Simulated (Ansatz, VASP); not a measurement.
## Two plane-wave programs on Hf

```xyz
1
Lattice="-1.7382 1.7382 1.7382 1.7382 -1.7382 1.7382 1.7382 1.7382 -1.7382" Properties=species:S:1:pos:R:3 pbc="T T T"
Hf    0.0000    0.0000    0.0000
```

Alike in both runs: task single point; functional revPBE; k mesh 14 × 14 × 14; occupations fermi-dirac, width 0.1 eV; no spin polarisation.

|  | VASP | Ansatz |
| --- | --- | --- |
| version | VASP 6.6.1 | Ansatz 0.2.0 |
| potentials or method | VASP PAW PBE potentials, release 64 (Hf_pv), cutoff 520 eV | plane waves (420 eV) with PAW, scalar-relativistic |
| valence electrons in the cell | 10 | 26 |

```tsv
	VASP	Ansatz	Ansatz less VASP
pressure (GPa)	8.8	9.1	+0.36
```

VASP's potentials were made for PBE, not for revPBE. With one functional, cell and mesh, what is left measures potentials, basis and numerics. VASP's potentials hold 10 valence electrons a cell and Ansatz's 26, so a difference there can come from the potentials and not from the codes.

Neither program's run includes spin-orbit coupling.
